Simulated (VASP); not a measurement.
# Pt (P-3m1) in VASP: single point with PBEsol

Aim: the single point of Pt with PBEsol.

Program: VASP 6.6.1. These are calculated values, not measurements. Logs are shortened: lines on timing, memory, paths and dates and some standing lists are left out, and cuts for length are marked.

### 1 The cell of the first run

The structure is trigonal, space group P-3m1 (No. 164). Conventional cell: a = 2.770 Å, b = 2.770 Å, c = 18.073 Å, α = 90.00°, β = 90.00°, γ = 120.00°. Within 3.7 Å of Pt (site symmetry 3m) lie 9 Pt at 2.77 Å. Within 3.7 Å of Pt (site symmetry 3m) lie 12 Pt at 2.77 Å. Within 3.7 Å of Pt (site symmetry 3m) lie 12 Pt at 2.77 Å.

### 2 Single point, PBEsol (the distance across one plane changed)

INCAR reads:

```
PREC = Accurate
ENCUT = 520
EDIFF = 1E-6
ISMEAR = 0
SIGMA = 0.15
LREAL = False
LASPH = True
NELM = 100
ALGO = Fast
ISIF = 2
LWAVE = False
LCHARG = False
GGA = PS
NBANDS = 39
```

KPOINTS reads:

```
regular mesh
0
Gamma
  24 24 5
```

POSCAR reads:

```
Pt
1.0
    1.9590303458     -1.9590303458      0.0000000000
    1.9590303458      0.0000000000     -1.9590303458
   10.4341975946     10.4341975946     10.4341975946
Pt
6
Direct
    0.6666666667      0.6666666667      0.0625711280
    0.0000000000      0.0000000000      0.6884075753
    0.3333333333      0.3333333333      0.1877384175
    0.6666666667      0.6666666667      0.4380729964
    0.0000000000      0.0000000000      0.3129057069
    0.3333333333      0.3333333333      0.5632402858
```

Potentials or basis: VASP PAW PBE potentials, release 64 (Pt).

Started as:

```
$ cat potpaw_PBE.64/Pt/POTCAR > POTCAR
$ mpirun -np 1 vasp_std > vasp.out
```

OUTCAR:

```text
PREC = Accurate
   ENCUT = 520
   EDIFF = 1E-6
   ISMEAR = 0
   LREAL = False
   LASPH = True
   NELM = 100
   ISIF = 2
   GGA = PS

 ion  position               nearest neighbor table
   1  0.667  0.667  0.063-   3 2.77   3 2.77   3 2.77
   2  0.000  0.000  0.688-   6 2.77   6 2.77   6 2.77
   3  0.333  0.333  0.188-   5 2.77   5 2.77   5 2.77   1 2.77   1 2.77   1 2.77
   4  0.667  0.667  0.438-   6 2.77   6 2.77   6 2.77   5 2.77   5 2.77   5 2.77
   5  0.000  0.000  0.313-   3 2.77   3 2.77   3 2.77   4 2.77   4 2.77   4 2.77
   6  0.333  0.333  0.563-   4 2.77   4 2.77   4 2.77   2 2.77   2 2.77   2 2.77

  LATTYP: Found a hexagonal cell.
 ALAT       =     2.7704872841
 C/A-ratio  =     6.5232424901

  Lattice vectors:

 A1 = (  -1.9590303458,   0.0000000000,   1.9590303458)
 A2 = (   1.9590303458,  -1.9590303458,   0.0000000000)
 A3 = (  10.4341975946,  10.4341975946,  10.4341975946)

Analysis of symmetry for initial positions (statically):
=====================================================================
 Subroutine PRICEL returns:
 Original cell was already a primitive cell.

 Routine SETGRP: Setting up the symmetry group for a
 hexagonal supercell.

 Subroutine GETGRP returns: Found 12 space group operations
 (whereof  6 operations were pure point group operations)
 out of a pool of 24 trial point group operations.

The static configuration has the point symmetry C_3v.
 The point group associated with its full space group is D_3d.

Analysis of symmetry for dynamics (positions and initial velocities):
=====================================================================
 Subroutine PRICEL returns:
 Original cell was already a primitive cell.

 Routine SETGRP: Setting up the symmetry group for a
 hexagonal supercell.

 Subroutine GETGRP returns: Found 12 space group operations
 (whereof  6 operations were pure point group operations)
 out of a pool of 24 trial point group operations.

The dynamic configuration has the point symmetry C_3v.
 The point group associated with its full space group is D_3d.

 Subroutine INISYM returns: Found 12 space group operations
 (whereof  6 operations are pure point group operations),
 and found     1 'primitive' translations

----------------------------------------------------------------------------------------

                                     Primitive cell

  volume of cell :     120.1331

  direct lattice vectors                    reciprocal lattice vectors
     1.959030346 -1.959030346  0.000000000     0.170152205 -0.340304410  0.170152205
     1.959030346  0.000000000 -1.959030346     0.170152205  0.170152205 -0.340304410
    10.434197595 10.434197595 10.434197595     0.031946235  0.031946235  0.031946235

  length of vectors
     2.770487284  2.770487284 18.072560370     0.416786081  0.416786081  0.055332503

  position of ions in fractional coordinates (direct lattice)
     0.666666667  0.666666667  0.062571128
     0.000000000  0.000000000  0.688407575
     0.333333333  0.333333333  0.187738418
     0.666666667  0.666666667  0.438072996
     0.000000000  0.000000000  0.312905707
     0.333333333  0.333333333  0.563240286

  ion indices of the primitive-cell ions
   primitive index   ion index
                 1           1
                 2           2
                 3           3
                 4           4
                 5           5
                 6           6

----------------------------------------------------------------------------------------

 KPOINTS: regular mesh

Automatic generation of k-mesh.
 Grid dimensions read from file:
 generate k-points for:   24   24    5

 Generating k-lattice:

  Cartesian coordinates                     Fractional coordinates (reciprocal lattice)
     0.007089675 -0.014179350  0.007089675     0.041666667  0.000000000  0.000000000
     0.007089675  0.007089675 -0.014179350     0.000000000  0.041666667  0.000000000
     0.006389247  0.006389247  0.006389247     0.000000000  0.000000000  0.200000000

  Length of vectors
     0.017366087  0.017366087  0.011066501

  Shift w.r.t. Gamma in fractional coordinates (k-lattice)
     0.000000000  0.000000000  0.000000000

 Subroutine IBZKPT returns following result:
 ===========================================

 Found    279 irreducible k-points:

 Following reciprocal coordinates:
            Coordinates               Weight
  0.000000  0.000000  0.000000      1.000000
  0.041667  0.000000  0.000000      6.000000
  0.083333  0.000000  0.000000      6.000000
  0.125000  0.000000  0.000000      6.000000
  0.166667  0.000000  0.000000      6.000000
  0.208333  0.000000  0.000000      6.000000
[... 16 lines left out ...]
  0.458333  0.041667  0.000000     12.000000
  0.500000  0.041667  0.000000     12.000000
 [... further k-points ...]
   k-points           NKPTS =    279   k-points in BZ     NKDIM =    279   number of bands    NBANDS=     39
   number of dos      NEDOS =    301   number of ions     NIONS =      6
   total plane-waves  NPLWV =  80640
   dimension x,y,z NGX =    24 NGY =   24 NGZ =  140
   dimension x,y,z NGXF=    48 NGYF=   48 NGZF=  280
   ions per type =               6
   NGX,Y,Z   is equivalent  to a cutoff of  14.40, 14.40, 12.88 a.u.
   NGXF,Y,Z  is equivalent  to a cutoff of  28.80, 28.80, 25.76 a.u.
 SYSTEM =  unknown system
   PREC   = accura    normal or accurate (medium, high low for compatibility)
   ISTART =      0    job   : 0-new  1-cont  2-samecut
   ICHARG =      2    charge: 1-file 2-atom 10-const
   ISPIN  =      1    spin polarized calculation?
   LNONCOLLINEAR =      F non collinear calculations
   LSORBIT =      F    spin-orbit coupling
   LASPH  =      T    aspherical Exc in radial PAW
   ENCUT  =  520.0 eV  38.22 Ry    6.18 a.u.   5.15  5.15 33.60*2*pi/ulx,y,z
   NELM   =    100;   NELMIN=  2; NELMDL= -5     # of ELM steps
   EDIFF  = 0.1E-05   stopping-criterion for ELM
   LREAL  =      F    real-space projection
   EDIFFG = 0.1E-04   stopping-criterion for IOM
   NSW    =      0    number of steps for IOM
   IBRION =     -1    ionic relax: 0-MD 1-quasi-New 2-CG
   NFREE  =      0    steps in history (QN), initial steepest desc. (CG)
   ISIF   =      2    stress and relaxation
   ISYM   =      2    0-nonsym 1-usesym 2-fastsym
   POTIM  = 0.5000    time-step for ionic-motion
   TEBEG  =    0.0;   TEEND  =   0.0 temperature during run
   PSTRESS=    0.0 pullay stress
   NELECT =      60.0000    total number of electrons
   NUPDOWN=      -1.0000    fix difference up-down
   EMIN   =  10.00;   EMAX   =-10.00  energy-range for DOS
   EFERMI =   0.00;   METHOD = LEGACY
   ISMEAR =     0;   SIGMA  =   0.15  broadening in eV -4-tet -1-fermi 0-gaus
   EFERMI_NEDOS =   21; number of points for ismear=-14 and -15
   IALGO  =     68    algorithm
   IMIX   =      4    mixing-type and parameters
     AMIX     =   0.40;   BMIX     =  1.00
     AMIX_MAG =   1.60;   BMIX_MAG =  1.00
  volume/ion in A,a.u.               =      20.02       135.12
  Fermi-wavevector in a.u.,A,eV,Ry     =   1.298886  2.454539 22.954455  1.687105
  Thomas-Fermi vector in A             =   2.430185
   LORBIT       =      0    0 simple, 1 ext, 2 COOP (PROOUT), +10 PAW based schemes
   GGA     = PS    functional components
   LHFCALC =     F    Hartree Fock is set to
   AEXX    =    0.0000 exact exchange contribution
   IVDW    =     0    specifies the selected vdW correction
   LEPSILON=     F    determine dielectric tensor
   LRPA    =     F    only Hartree local field effects (RPA)
 non-spin polarized calculation
 RMM-DIIS sequential band-by-band and
 Gauss-broadening in eV      SIGMA  =   0.15
  energy-cutoff  :      520.00
  volume of cell :      120.13
 maximum number of plane-waves:      3256
 NGX is ok and might be reduce to    24
   NGX = 11   NGY = 11   NGZ = 67

 number of electron      60.0000008 magnetization

 Free energy of the ion-electron system (eV)
  ---------------------------------------------------
  ext. energy  EPLUGINS =         0.00000000
  ---------------------------------------------------
  free energy    TOTEN  =       -40.31752853 eV

  energy without entropy =      -40.18164360  energy(sigma->0) =      -40.24958607

 E-fermi :   6.8537     XC(G=0): -11.0562

 val. band max:        6.8531768208   @ k =   0.0833   0.0417   0.0000
 cond. band min:       6.8567869411   @ k =   0.3750   0.3750   0.4000
 fundamental gap:      0.0036101203
 Fermi energy:         6.8536522071

 k-point     1 :       0.0000    0.0000    0.0000
  band No.  band energies     occupation
      1      -3.1996      2.00000
      2      -2.4486      2.00000
      3      -1.4909      2.00000
      4      -0.7291      2.00000
      5      -0.3371      2.00000
      6      -0.2986      2.00000
[... 31 lines left out ...]
     38      12.8902      0.00000
     39      13.8194      0.00000

 k-point     2 :       0.0417    0.0000    0.0000
  band No.  band energies     occupation
      1      -3.1376      2.00000
      2      -2.3880      2.00000
      3      -1.4305      2.00000
      4      -0.6684      2.00000
      5      -0.2778      2.00000
      6      -0.2381      2.00000
[... 31 lines left out ...]
     38      12.9345      0.00000
     39      13.8166      0.00000

 k-point     3 :       0.0833    0.0000    0.0000
  band No.  band energies     occupation
      1      -2.9543      2.00000
      2      -2.2098      2.00000
      3      -1.2536      2.00000
      4      -0.4911      2.00000
      5      -0.1049      2.00000
      6      -0.0618      2.00000
[... 31 lines left out ...]
     38      13.0667      0.00000
     39      13.8134      0.00000

 k-point     4 :       0.1250    0.0000    0.0000
  band No.  band energies     occupation
      1      -2.6582      2.00000
      2      -1.9252      2.00000
      3      -0.9757      2.00000
      4      -0.2153      2.00000
      5       0.1649      2.00000
      6       0.2131      2.00000
[... 31 lines left out ...]
     38      13.2845      0.00000
     39      13.8265      0.00000
[... 754 lines left out ...]
     38      13.7220      0.00000
     39      14.4939      0.00000

 k-point    23 :       0.4583    0.0417    0.0000
  band No.  band energies     occupation
      1      -0.2838      2.00000
      2      -0.0186      2.00000
      3       0.2589      2.00000
      4       0.3767      2.00000
      5       0.4394      2.00000
      6       0.8964      2.00000
[... 31 lines left out ...]
     38      13.0809      0.00000
     39      13.5760      0.00000

 k-point    24 :       0.5000    0.0417    0.0000
  band No.  band energies     occupation
      1      -0.2813      2.00000
      2      -0.0667      2.00000
      3       0.2741      2.00000
      4       0.3434      2.00000
      5       0.3752      2.00000
      6       0.8414      2.00000
[... 31 lines left out ...]
     38      12.9394      0.00000
     39      13.1727      0.00000

 [... further k-points ...]
[... 5 lines left out ...]
  --------------------------------------------------------------------------------------
  -------------------------------------------------------------------------------------
  Total       -3.3556475     -3.3556475     -3.3556475      1.5570358      1.5570358      1.5570358
  in kB      -44.7532187    -44.7532187    -44.7532187     20.7656988     20.7656988     20.7656988
  external PRESSURE =     -44.7532187 kB  Pullay stress =       0.0000000 kB

 VOLUME and BASIS-vectors are now :
 -----------------------------------------------------------------------------
  energy-cutoff  :      520.00
  volume of cell :      120.13
      direct lattice vectors                 reciprocal lattice vectors
     1.959030346 -1.959030346  0.000000000     0.170152205 -0.340304410  0.170152205
     1.959030346  0.000000000 -1.959030346     0.170152205  0.170152205 -0.340304410
    10.434197595 10.434197595 10.434197595     0.031946235  0.031946235  0.031946235

 POSITION                                       TOTAL-FORCE (eV/Angst)
 -----------------------------------------------------------------------------------
      3.26492     -0.65314     -0.65314        -0.062403     -0.062403     -0.062403
      7.18298      7.18298      7.18298         0.062403      0.062403      0.062403
      3.26492      1.30589      1.30589         0.114630      0.114630      0.114630
      7.18298      3.26492      3.26492        -0.011042     -0.011042     -0.011042
      3.26492      3.26492      3.26492         0.011042      0.011042      0.011042
      7.18298      5.22395      5.22395        -0.114630     -0.114630     -0.114630
 -----------------------------------------------------------------------------------
    total drift:                                0.000007      0.000007      0.000007

  FREE ENERGIE OF THE ION-ELECTRON SYSTEM (eV)
  ---------------------------------------------------
  free  energy   TOTEN  =       -40.3175285300 eV

  energy  without entropy=      -40.1816436013  energy(sigma->0) =      -40.24958607
```

Wall time 42 min (1 thread of Oxide Virtual Turin-like, shared host); peak memory 0.9 GiB.

What came out:

* Free energy: -40.3175 eV
* Pressure: -4.5 GPa
* Largest force: 0.199 eV/Å
* Band gap on the k mesh: zero (bands 30 and 31 overlap by 1.50 eV)

Forces in eV/Å, atoms in the order of the input:
```
Pt  -0.062 -0.062 -0.062
Pt   0.062  0.062  0.062
Pt   0.115  0.115  0.115
Pt  -0.011 -0.011 -0.011
Pt   0.011  0.011  0.011
Pt  -0.115 -0.115 -0.115
```

Caveat: the cell differs from its parent crystal (the distance across one plane changed); the cell stands under tension; the PAW data sets were made with another functional, which shifts forces and pressure a little; spin-orbit coupling is left out, which moves the levels of the heavy elements.
